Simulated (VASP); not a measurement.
Runs of VASP 6.6.1 on CdF2. It takes space group Fm-3m (No. 225, cubic). Conventional cell: a = 5.365 Å, b = 5.365 Å, c = 5.365 Å, α = 90.00°, β = 90.00°, γ = 90.00°. Cd (site symmetry m-3m) has 8 F at 2.32 Å within 3.1 Å. F (site symmetry -43m) has 4 Cd at 2.32 Å and 6 F at 2.68 Å within 3.1 Å. 

```tsv
level	k mesh	grid for exact exchange (PRECFOCK)	share of exact exchange	screening parameter	gap on the mesh (eV)	pressure (GPa)
HSE06	4 × 4 × 4	Normal	0.25	0.2079 1/Å	5.21	(c)
HF	4 × 4 × 4	Normal	1	-	15.27	6.4
PBE-based screened hybrid with 100 % exact exchange	4 × 4 × 4	Normal	1	0.5 1/Å	8.98	(a)
r2SCAN	6 × 6 × 6	-	-	-	3.82	(b)
PBE-based global hybrid with 75 % exact exchange	4 × 4 × 4	Normal	0.75	-	12.13	-2.6
```

Alike in all rows: task single point; potentials or basis VASP PAW PBE potentials, release 64 (Cd, F); no spin polarisation; cell as given; cutoff (eV) 520; smearing gaussian 0.01 eV.

Q: Estimate the missing entries.

A: (a) -2.8; (b) 2.6; (c) 4.2.

Caveats: some runs use coarse meshes; the PAW data sets were made with another functional, which shifts forces and pressure a little.

A k mesh can miss the band edges, and the runs leave out spin-orbit coupling on Cd.
